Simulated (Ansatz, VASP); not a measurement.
## One calculation of Cu, two programs

```
Cu
1.0
     0.00000    1.77060    1.77060
     1.77060    0.00000    1.77060
     1.77060    1.77060    0.00000
Cu
1
Direct
  0.00000 0.00000 0.00000
```

Alike in both runs: task single point; functional BLYP; dispersion D3(BJ); k mesh 13 × 13 × 13; occupations fermi-dirac, width 0.05 eV; no spin polarisation.

|  | VASP | Ansatz |
| --- | --- | --- |
| version | VASP 6.6.1 | Ansatz 0.2.0 |
| potentials or method | VASP PAW PBE potentials, release 64 (Cu) | Ansatz PAW |
| plane-wave cutoff (eV) | 600 | 420 |
| valence electrons in the cell | 11 | 19 |

VASP gave:

```
gap on the k mesh at the Fermi level (eV) : none
pressure (GPa)                            : 0.9
```

Q: What did Ansatz give for the same quantities?

A: gap on the k mesh at the Fermi level (eV): none; pressure (GPa): 0.2.

VASP's potentials were made for PBE, not for BLYP. A gap of «none» marks a metal or a gap that the smearing closes. VASP's potentials hold 11 valence electrons a cell and Ansatz's 19, so a difference there can come from the potentials and not from the codes.
